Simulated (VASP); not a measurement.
Write the native input for VASP 6.6.1 that does the following.

* Task: single point
* Functional: LDA
* Potentials or basis: VASP PAW LDA potentials, release 64 (Ba_sv, Ti_sv, O)
* Cutoff: 600 eV
* k mesh: 7 × 7 × 4
* Occupations: fermi-dirac, width 0.05 eV
* Spin: no spin polarisation
* Dipole correction: no
* Further INCAR settings: ALGO = Normal; EDIFF = 1e-06; NBANDS = 51

The structure of BaTiO3 lies in POSCAR:

```
BaTiO3
1.0
    3.9998000000      0.0000000000      0.0000000000
    0.0000000000      3.9998000000      0.0000000000
    0.0000000000      0.0000000000      8.0360000000
Ba Ti O
2 2 6
Direct
    0.9993338700      0.0014896700      0.0020579800
    0.0006661300      0.9985103300      0.4979420200
    0.4893534700      0.4978615600      0.2399223900
    0.5106465300      0.5021384400      0.7420776100
    0.5027900500      0.5020959900      0.0107726400
    0.4972099500      0.4979040100      0.5052273600
    0.5056745700      0.0016777200      0.2580984100
    0.4943254300      0.9983222800      0.7569015900
    0.0077650300      0.4997120000      0.2626403600
    0.9922349700      0.5002880000      0.7523596400
```

These files were run (other wordings do the same):

INCAR

```
SYSTEM = BaTiO3
PREC = Accurate
ENCUT = 600
EDIFF = 1E-6
ISMEAR = -1
SIGMA = 0.05
LREAL = .FALSE.
LASPH = .TRUE.
NELM = 120
ALGO = Normal
ISIF = 2
LWAVE = .FALSE.
LCHARG = .FALSE.
NBANDS = 51
GGA_COMPAT = .FALSE.
```

KPOINTS

```
regular mesh
0
G
  7 7 4
  0 0 0
```

Potentials or basis: VASP PAW LDA potentials, release 64 (Ba_sv, Ti_sv, O).

Run with:

```bash
$ cat potpaw_LDA.64/Ba_sv/POTCAR potpaw_LDA.64/Ti_sv/POTCAR potpaw_LDA.64/O/POTCAR > POTCAR
$ mpirun -np 1 vasp_std > vasp.out
```

Results of the run:

| Property | Result |
| --- | --- |
| Pressure | -6.0 GPa |
| Largest force | 0.972 eV/Å |
| Band gap on the k mesh | 1.91 eV |

Caveat: the cell stands under tension; spin-orbit coupling is left out, which moves the levels of the heavy elements.

Run time: 14 min on 1 thread of Intel(R) Xeon(R) Platinum 8488C (Sapphire Rapids) (shared host), peak memory 0.67 GiB.
